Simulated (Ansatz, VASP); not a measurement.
## AlH4: VASP beside Ansatz

```xyz
5
Lattice="3.0500 0.0000 0.0000 -1.5250 2.6414 0.0000 0.0000 0.0000 5.6197" Properties=species:S:1:pos:R:3 pbc="T T T"
Al    0.0000    1.7609    0.0000
H     1.5250    0.8805    2.8098
H     1.5250    0.8805    1.8280
H     1.5250    0.8805    3.7917
H     1.5250    0.8805    0.0000
```

Alike in both runs: functional PBE; k mesh 6 × 6 × 4; occupations gaussian, width 0.1 eV; no spin polarisation.

Ansatz relaxed the structure, and its values are those at the end. VASP's run is a single point on that final structure, the one shown.

```csv
,VASP,Ansatz
version,VASP 6.6.1,Ansatz 0.2.0
potentials or method,"VASP PAW PBE potentials, release 64 (Al, H), cutoff 520 eV","scalar-relativistic, plane waves, PAW"
valence electrons in the cell,7,7
```

Ansatz gave:

- gap on the k mesh at the Fermi level (eV): none
- pressure (GPa): -0.1
- rms of the force components (eV/Å): 0.002

Question: What did VASP give for the same quantities?

Answer: gap on the k mesh at the Fermi level (eV): none; pressure (GPa): -0.3; rms of the force components (eV/Å): 0.003.

A gap of «none» marks a metal or a gap that the smearing closes. The functional is the same, so the differences come from potentials, cutoffs and numerics.

The k mesh is coarse, so the values compare programs but aren't converged.
